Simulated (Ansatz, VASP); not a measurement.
**Two plane-wave programs on ZnS**

Contents of INCAR:

```
  ALGO = Normal
  EDIFF = 1E-7
  ENCUT = 520
  GGA = PE
  ISIF = 2
  ISMEAR = 0
  LASPH = True
  LCHARG = False
  LREAL = False
  LWAVE = False
  NBANDS = 26
  NELM = 80
  PREC = Accurate
  SIGMA = 0.05
```

Contents of KPOINTS:

```
k-points
0
Gamma
  8 8 6
```

The input POSCAR:

```
ZnS
1.0
    0.0000000000     -2.7046500000     -2.7046500000
    0.0000000000      2.7046500000     -2.7046500000
    5.4093000000      0.0000000000      0.0000000000
Zn S
2 2
Direct
    0.5294121283      0.5000000000      0.5000000000
   -0.0294121283      0.0000000000      0.0000000000
    0.0186619001      0.5000000000      0.2500000000
    0.4813380999      0.0000000000      0.7500000000
```

Input for Ansatz:

```yaml
crystal:
  lattice:
    - [0.0, -2.70465, -2.70465]
    - [0.0, 2.70465, -2.70465]
    - [5.4093, 0.0, 0.0]
  atoms:
    - { symbol: Zn, position: [0.5294121283, 0.5, 0.5] }
    - { symbol: Zn, position: [-0.0294121283, 0.0, 0.0] }
    - { symbol: S, position: [0.0186619001, 0.5, 0.25] }
    - { symbol: S, position: [0.4813380999, 0.0, 0.75] }
basis:
  ecutwfc: 420
kpoints:
  mp_grid: { grid: [8, 8, 6] }
hamiltonian:
  xc: pbe
scf:
  occupations: { method: gaussian, width: 0.05 }
output:
  forces: true
  stress: true
  eigenvalues: true
```

Change from the starting cell: mode 4 (88.6 1/cm) frozen in, largest displacement +0.113 Å.

Alike in both runs: task single point; functional PBE; k mesh 8 × 8 × 6; occupations gaussian, width 0.05 eV; no spin polarisation.

|  | VASP | Ansatz |
| --- | --- | --- |
| version | VASP 6.6.1 | Ansatz 0.2.0 |
| potentials or method | VASP PAW PBE potentials, release 64 (Zn, S), cutoff 520 eV | scalar-relativistic, plane waves, PAW |
| valence electrons in the cell | 36 | 36 |

```tsv
	VASP	Ansatz	Ansatz less VASP
gap on the k mesh at the Fermi level (eV)	2.07	2.06	-0.006
least direct gap on the mesh (eV)	2.07	2.06	-0.006
pressure (GPa)	1.4	1.2	-0.17
traceless stress, the component that is largest in VASP (GPa)	0.19	0.18	-0.008
rms of the force components (eV/Å)	0.098	0.098	+0.0008
```

Atom by atom the forces differ by 0.002 eV/Å (rms over components).
